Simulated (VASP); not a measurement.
Set up this calculation in VASP 6.6.1, as the native input.

```yaml
Task: single point
Functional: r2SCAN
Potentials_or_basis: VASP PAW PBE potentials, release 64 (Zn, S)
Cutoff: 520 eV
k_mesh: 6 × 6 × 4
Occupations: gaussian, width 0.02 eV
Spin: no spin polarisation
Dipole_correction: no
Further_INCAR_settings: ALGO = Normal; EDIFF = 1e-06; NBANDS = 26
```

Crystal: ZnS (Wurtzite-2H).

```
Zn S
1.0
     3.77289    0.00000    0.00000
    -1.88644    3.26742    0.00000
     0.00000    0.00000    6.23400
Zn S
2 2
Direct
  0.33333 0.66667 0.00000
  0.66667 0.33333 0.50000
  0.33333 0.66667 0.38500
  0.66667 0.33333 0.88500
```

One way to write it, as run:

POSCAR

```
ZnS
1.0
    3.7728900000      0.0000000000      0.0000000000
   -1.8864450000      3.2674187700      0.0000000000
    0.0000000000      0.0000000000      6.2340000000
Zn S
2 2
Direct
    0.3333333333      0.6666666667      0.0000000000
    0.6666666667      0.3333333333      0.5000000000
    0.3333333333      0.6666666667      0.3850000000
    0.6666666667      0.3333333333      0.8850000000
```

INCAR.step1

```
ALGO     = Normal         # electronic algorithm
EDIFF    = 1E-4           # SCF threshold, eV
ENCUT    = 520            # plane-wave cutoff, eV
GGA      = PE             # functional
ISMEAR   = 0              # smearing method
LASPH    = True           # aspherical terms in the spheres
LCHARG   = False          # write CHGCAR
LREAL    = False          # projectors in reciprocal space
LWAVE    = True           # write WAVECAR
NBANDS   = 26             # bands
NELM     = 100            # most SCF steps
PREC     = Accurate       # precision mode
SIGMA    = 0.02           # smearing width, eV
```

INCAR.step2

```
ALGO     = Normal         # electronic algorithm
EDIFF    = 1E-6           # SCF threshold, eV
ENCUT    = 520            # plane-wave cutoff, eV
ISIF     = 2              # what is computed and relaxed
ISMEAR   = 0              # smearing method
ISTART   = 1            
LASPH    = True           # aspherical terms in the spheres
LCHARG   = True           # write CHGCAR
LELF     = True           # ELF
LMIXTAU  = True         
LREAL    = False          # projectors in reciprocal space
LVHAR    = True         
LWAVE    = False          # write WAVECAR
METAGGA  = R2SCAN         # meta-GGA
NBANDS   = 26             # bands
NELM     = 100            # most SCF steps
PREC     = Accurate       # precision mode
SIGMA    = 0.02           # smearing width, eV
```

KPOINTS

```
k-points
0
Gamma
  6 6 4
```

Potentials or basis: VASP PAW PBE potentials, release 64 (Zn, S).

Run with:

```sh
$ cat potpaw_PBE.64/Zn/POTCAR potpaw_PBE.64/S/POTCAR > POTCAR
$ cp INCAR.step1 INCAR
$ mpirun -np 1 vasp_std > vasp.out
$ cp INCAR.step2 INCAR
$ mpirun -np 1 vasp_std > vasp.out
```

It gave:

| Item | Value |
| --- | --- |
| Pressure | 2.0 GPa |
| Largest force | 0.398 eV/Å |
| Band gap on the k mesh | 2.91 eV, direct |

Caveat: the PAW data sets were made with another functional, which shifts forces and pressure a little.

Run time: 120 s on 1 thread of Intel(R) Xeon(R) Platinum 8375C CPU @ 2.90GHz (Ice Lake), on a shared host, peak memory 0.21 GiB.
